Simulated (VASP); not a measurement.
# CoSi (CsCl type) (Pm-3m) in VASP: relaxation of cell and atoms with PBEsol

Aim: the relaxation of cell and atoms of CoSi (CsCl type) with PBEsol.

Everything below comes from runs of VASP 6.6.1. Logs are shortened: lines on timing, memory, paths and dates and some standing lists are left out, and cuts for length are marked.

### 1 The cell of the first run

Symmetry: Pm-3m, No. 221, cubic system. The conventional cell has a = 2.422 Å, b = 2.422 Å, c = 2.422 Å, α = 90.00°, β = 90.00°, γ = 90.00°. Within 2.8 Å of Co (site symmetry m-3m) lie 8 Si at 2.10 Å and 6 Co at 2.42 Å. Si (site symmetry m-3m) has 8 Co at 2.10 Å and 6 Si at 2.42 Å within 2.8 Å.

### 2 Relaxation of cell and atoms, PBEsol, collinear spin, ferromagnetic start, target pressure 270 GPa, at which the enthalpy is minimised

Input file INCAR:

```
SYSTEM = CoSi
PREC = Accurate
ENCUT = 600
EDIFF = 1E-6
ISMEAR = -1
SIGMA = 0.08
LREAL = .FALSE.
LASPH = .TRUE.
NELM = 150
ALGO = Normal
ISIF = 3
LWAVE = .FALSE.
LCHARG = .FALSE.
ISPIN = 2
MAGMOM = 1.7 0
LORBIT = 11
LMAXMIX = 4
GGA = PS
IBRION = 2
NSW = 60
EDIFFG = -0.005
PSTRESS = 2700.0
```

Input file KPOINTS:

```
Automatic mesh
0
G
  17 17 17
  0 0 0
```

Input file POSCAR:

```
CoSi
1.0
    2.4217298995      0.0000000000      0.0000000000
    0.0000000000      2.4217298995      0.0000000000
    0.0000000000      0.0000000000      2.4217298995
Co Si
1 1
Direct
    0.0000000000      0.0000000000      0.0000000000
    0.5000000000      0.5000000000      0.5000000000
```

Potentials or basis: VASP PAW PBE potentials, release 64 (Co, Si).

On the command line:

```
cat potpaw_PBE.64/Co/POTCAR potpaw_PBE.64/Si/POTCAR > POTCAR
mpirun -np 1 vasp_std > vasp.out
```

OUTCAR:

```text
SYSTEM = CoSi
   PREC = Accurate
   ENCUT = 600
   EDIFF = 1E-6
   ISMEAR = -1
   LREAL = .FALSE.
   LASPH = .TRUE.
   NELM = 150
   ISIF = 3
   ISPIN = 2
   LORBIT = 11
   GGA = PS
   IBRION = 2
   NSW = 60
   EDIFFG = -0.005
   PSTRESS = 2700.0

 ion  position               nearest neighbor table
   1  0.000  0.000  0.000-   2 2.10   2 2.10   2 2.10   2 2.10   2 2.10   2 2.10   2 2.10   2 2.10

   2  0.500  0.500  0.500-   1 2.10   1 2.10   1 2.10   1 2.10   1 2.10   1 2.10   1 2.10   1 2.10

  LATTYP: Found a simple cubic cell.
 ALAT       =     2.4217298995

  Lattice vectors:

 A1 = (   2.4217298995,   0.0000000000,   0.0000000000)
 A2 = (   0.0000000000,   2.4217298995,   0.0000000000)
 A3 = (   0.0000000000,   0.0000000000,   2.4217298995)

Analysis of symmetry for initial positions (statically):
=====================================================================
 Subroutine PRICEL returns:
 Original cell was already a primitive cell.

 Routine SETGRP: Setting up the symmetry group for a
 simple cubic supercell.

 Subroutine GETGRP returns: Found 48 space group operations
 (whereof 48 operations were pure point group operations)
 out of a pool of 48 trial point group operations.

The static configuration has the point symmetry O_h .

Analysis of symmetry for dynamics (positions and initial velocities):
=====================================================================
 Subroutine PRICEL returns:
 Original cell was already a primitive cell.

 Routine SETGRP: Setting up the symmetry group for a
 simple cubic supercell.

 Subroutine GETGRP returns: Found 48 space group operations
 (whereof 48 operations were pure point group operations)
 out of a pool of 48 trial point group operations.

The dynamic configuration has the point symmetry O_h .

Analysis of structural, dynamic, and magnetic symmetry:
=====================================================================
 Subroutine PRICEL returns:
 Original cell was already a primitive cell.

 Routine SETGRP: Setting up the symmetry group for a
 simple cubic supercell.

 Subroutine GETGRP returns: Found 48 space group operations
 (whereof 48 operations were pure point group operations)
 out of a pool of 48 trial point group operations.

The overall configuration has the point symmetry O_h .

 Subroutine INISYM returns: Found 48 space group operations
 (whereof 48 operations are pure point group operations),
 and found     1 'primitive' translations

----------------------------------------------------------------------------------------

                                     Primitive cell

  volume of cell :      14.2029

  direct lattice vectors                    reciprocal lattice vectors
     2.421729899  0.000000000  0.000000000     0.412927965  0.000000000  0.000000000
     0.000000000  2.421729899  0.000000000     0.000000000  0.412927965  0.000000000
     0.000000000  0.000000000  2.421729899     0.000000000  0.000000000  0.412927965

  length of vectors
     2.421729899  2.421729899  2.421729899     0.412927965  0.412927965  0.412927965

  position of ions in fractional coordinates (direct lattice)
     0.000000000  0.000000000  0.000000000
     0.500000000  0.500000000  0.500000000

  ion indices of the primitive-cell ions
   primitive index   ion index
                 1           1
                 2           2

----------------------------------------------------------------------------------------

 KPOINTS: Automatic mesh

Automatic generation of k-mesh.
 Grid dimensions read from file:
 generate k-points for:   17   17   17

 Generating k-lattice:

  Cartesian coordinates                     Fractional coordinates (reciprocal lattice)
     0.024289880  0.000000000  0.000000000     0.058823529  0.000000000  0.000000000
     0.000000000  0.024289880  0.000000000     0.000000000  0.058823529  0.000000000
     0.000000000  0.000000000  0.024289880     0.000000000  0.000000000  0.058823529

  Length of vectors
     0.024289880  0.024289880  0.024289880

  Shift w.r.t. Gamma in fractional coordinates (k-lattice)
     0.000000000  0.000000000  0.000000000

 Subroutine IBZKPT returns following result:
 ===========================================

 Found    165 irreducible k-points:

 Following reciprocal coordinates:
            Coordinates               Weight
  0.000000  0.000000  0.000000      1.000000
  0.058824  0.000000  0.000000      6.000000
  0.117647  0.000000  0.000000      6.000000
  0.176471  0.000000  0.000000      6.000000
  0.235294  0.000000  0.000000      6.000000
  0.294118  0.000000  0.000000      6.000000
[... 16 lines left out ...]
  0.411765  0.117647  0.000000     24.000000
  0.470588  0.117647  0.000000     24.000000
 [... further k-points ...]
   k-points           NKPTS =    165   k-points in BZ     NKDIM =    165   number of bands    NBANDS=     11
   number of dos      NEDOS =    301   number of ions     NIONS =      2
   total plane-waves  NPLWV =   8000
   dimension x,y,z NGX =    20 NGY =   20 NGZ =   20
   dimension x,y,z NGXF=    40 NGYF=   40 NGZF=   40
   ions per type =               1   1
   NGX,Y,Z   is equivalent  to a cutoff of  13.73, 13.73, 13.73 a.u.
   NGXF,Y,Z  is equivalent  to a cutoff of  27.46, 27.46, 27.46 a.u.
 SYSTEM =  CoSi
   PREC   = accura    normal or accurate (medium, high low for compatibility)
   ISTART =      0    job   : 0-new  1-cont  2-samecut
   ICHARG =      2    charge: 1-file 2-atom 10-const
   ISPIN  =      2    spin polarized calculation?
   LNONCOLLINEAR =      F non collinear calculations
   LSORBIT =      F    spin-orbit coupling
   LASPH  =      T    aspherical Exc in radial PAW
   ENCUT  =  600.0 eV  44.10 Ry    6.64 a.u.   4.84  4.84  4.84*2*pi/ulx,y,z
   NELM   =    150;   NELMIN=  2; NELMDL= -5     # of ELM steps
   EDIFF  = 0.1E-05   stopping-criterion for ELM
   LREAL  =      F    real-space projection
   EDIFFG = -.5E-02   stopping-criterion for IOM
   NSW    =     60    number of steps for IOM
   IBRION =      2    ionic relax: 0-MD 1-quasi-New 2-CG
   NFREE  =      1    steps in history (QN), initial steepest desc. (CG)
   ISIF   =      3    stress and relaxation
   ISYM   =      2    0-nonsym 1-usesym 2-fastsym
   POTIM  = 0.5000    time-step for ionic-motion
   TEBEG  =    0.0;   TEEND  =   0.0 temperature during run
   PSTRESS= 2700.0 pullay stress
   NELECT =      13.0000    total number of electrons
   NUPDOWN=      -1.0000    fix difference up-down
   EMIN   =  10.00;   EMAX   =-10.00  energy-range for DOS
   EFERMI =   0.00;   METHOD = LEGACY
   ISMEAR =    -1;   SIGMA  =   0.08  broadening in eV -4-tet -1-fermi 0-gaus
   EFERMI_NEDOS =   21; number of points for ismear=-14 and -15
   IALGO  =     38    algorithm
   IMIX   =      4    mixing-type and parameters
     AMIX     =   0.40;   BMIX     =  1.00
     AMIX_MAG =   1.60;   BMIX_MAG =  1.00
  volume/ion in A,a.u.               =       7.10        47.92
  Fermi-wavevector in a.u.,A,eV,Ry     =   1.589511  3.003741 34.375741  2.526546
  Thomas-Fermi vector in A             =   2.688349
   LORBIT       =     11    0 simple, 1 ext, 2 COOP (PROOUT), +10 PAW based schemes
   GGA     = PS    functional components
   LHFCALC =     F    Hartree Fock is set to
   AEXX    =    0.0000 exact exchange contribution
   IVDW    =     0    specifies the selected vdW correction
   LEPSILON=     F    determine dielectric tensor
   LRPA    =     F    only Hartree local field effects (RPA)
 conjugate gradient relaxation of ions
 spin polarized calculation
  energy-cutoff  :      600.00
  volume of cell :       14.20
 maximum number of plane-waves:       485
 NGX is ok and might be reduce to    20
   NGX =  9   NGY =  9   NGZ =  9

--------------------------------------- Ionic step        1  -------------------------------------------

 number of electron      13.0000008 magnetization       0.0069270

 number of electron      13.0000008 magnetization      -0.0002259

 Free energy of the ion-electron system (eV)
  ---------------------------------------------------
  ext. energy  EPLUGINS =         0.00000000
  ---------------------------------------------------
  free energy    TOTEN  =       -11.40070640 eV

  energy without entropy =      -11.37520894  energy(sigma->0) =      -11.38795767

------------------------ aborting loop because EDIFF is reached ----------------------------------------

  FORCE on cell =-STRESS in cart. coord.  units (eV):
  Direction    XX          YY          ZZ          XY          YZ          ZX
  --------------------------------------------------------------------------------------
  -------------------------------------------------------------------------------------
  Total       19.4051916     19.4051916     19.4051916     -0.0000000     -0.0000000      0.0000000
  in kB     2189.0284469   2189.0284469   2189.0284469     -0.0000000     -0.0000000      0.0000000
  external PRESSURE =    -510.9715531 kB  Pullay stress =    2700.0000000 kB
[... 145 lines left out ...]
--------------------------------------- Ionic step        5  -------------------------------------------

 number of electron      12.9999998 magnetization      -0.0000007

 number of electron      12.9999998 magnetization       0.0000002

 Free energy of the ion-electron system (eV)
  ---------------------------------------------------
  ext. energy  EPLUGINS =         0.00000000
  ---------------------------------------------------
  free energy    TOTEN  =       -10.46060713 eV

  energy without entropy =      -10.43660555  energy(sigma->0) =      -10.44860634

 E-fermi :  21.8675     XC(G=0): -15.5613

 val. band max:       21.8653067526   @ k =   0.3529   0.2353   0.0588
 cond. band min:      21.8854309002   @ k =   0.3529   0.1765   0.0588
 fundamental gap:      0.0201241476
 Fermi energy:        21.8675267086

 spin component 1

 k-point     1 :       0.0000    0.0000    0.0000
  band No.  band energies     occupation
      1       2.9159      1.00000
      2      14.2739      1.00000
      3      14.2739      1.00000
      4      19.3427      1.00000
      5      19.3427      1.00000
      6      19.3427      1.00000
      7      26.6014      0.00000
      8      26.6014      0.00000
      9      26.6014      0.00000
     10      30.7883      0.00000
     11      30.7883      0.00000
[... 309 lines left out ...]
 k-point    24 :       0.4706    0.1176    0.0000
  band No.  band energies     occupation
      1       8.5671      1.00000
      2       9.8759      1.00000
      3      15.9689      1.00000
      4      16.7283      1.00000
      5      17.1736      1.00000
      6      19.3464      1.00000
      7      21.5687      0.97670
      8      27.4787      0.00000
      9      31.2235      0.00000
     10      33.6048      0.00000
     11      34.7773      0.00000

 [... further k-points ...]

 spin component 2

 k-point     1 :       0.0000    0.0000    0.0000
  band No.  band energies     occupation
      1       2.9159      1.00000
      2      14.2739      1.00000
      3      14.2739      1.00000
      4      19.3427      1.00000
      5      19.3427      1.00000
      6      19.3427      1.00000
      7      26.6014      0.00000
      8      26.6014      0.00000
      9      26.6014      0.00000
     10      30.7883      0.00000
     11      30.7883      0.00000
[... 351 lines left out ...]
  FREE ENERGIE OF THE ION-ELECTRON SYSTEM (eV)
  ---------------------------------------------------
  free  energy   TOTEN  =       -10.4606071286 eV

  energy  without entropy=      -10.4366055467  energy(sigma->0) =      -10.44860634

  enthalpy is  TOTEN    =        12.4323561561 eV   P V=       22.8929632847

 reached required accuracy - stopping structural energy minimisation

 total charge

# of ion       s       p       d       tot
------------------------------------------
    1        0.719   1.272   8.322  10.313
    2        0.757   1.286   0.000   2.043
--------------------------------------------------
tot          1.475   2.558   8.322  12.356

 magnetization (x)

# of ion       s       p       d       tot
------------------------------------------
    1       -0.000   0.000   0.000   0.000
    2       -0.000  -0.000   0.000  -0.000
--------------------------------------------------
tot         -0.000   0.000   0.000   0.000
```

Run time: 4.2 min. Hardware: 1 thread of Intel Xeon 8259CL, shared host; peak memory 0.18 GiB.

What came out:

```
Free energy                                                : -10.4606 eV
Relaxed volume                                             : 6.79 Å³/atom
Relaxed cell                                               : a = 2.386 Å, b = 2.386 Å, c = 2.386 Å, α = 90.00°, β = 90.00°, γ = 90.00°
Space group after relaxing (to 0.1 Å)                      : Pm-3m (No. 221)
Energy change on relaxing (the run minimises the enthalpy) : +470.0 meV/atom
Ionic steps                                                : 5
Pressure after relaxing                                    : 270.1 GPa
Net moment                                                 : 0.00 μB per cell
Valence electrons inside the program's atomic spheres      : Co 10.31; Si 2.04
```

The path:
```tsv
step	energy change (eV)	largest force (eV/Å)	pressure (GPa)	volume (Å³)
1	0.0000	0.0000	218.90	14.20
2	12.4295	0.0000	894.94	10.04
3	0.7911	0.0000	261.92	13.67
4	0.9060	0.0000	268.15	13.60
5	0.9401	0.0000	270.05	13.58
```

Final structure:
```
Co Si
1.0
     2.38607    0.00000    0.00000
     0.00000    2.38607    0.00000
     0.00000    0.00000    2.38607
Co Si
1 1
Direct
  0.00000 0.00000 0.00000
  0.50000 0.50000 0.50000
```

Caveat: the cell is relaxed towards a set pressure, so the run minimises the enthalpy, not the energy; the moments typed at the start vanished in this run; the PAW data sets were made with another functional, which shifts forces and pressure a little.
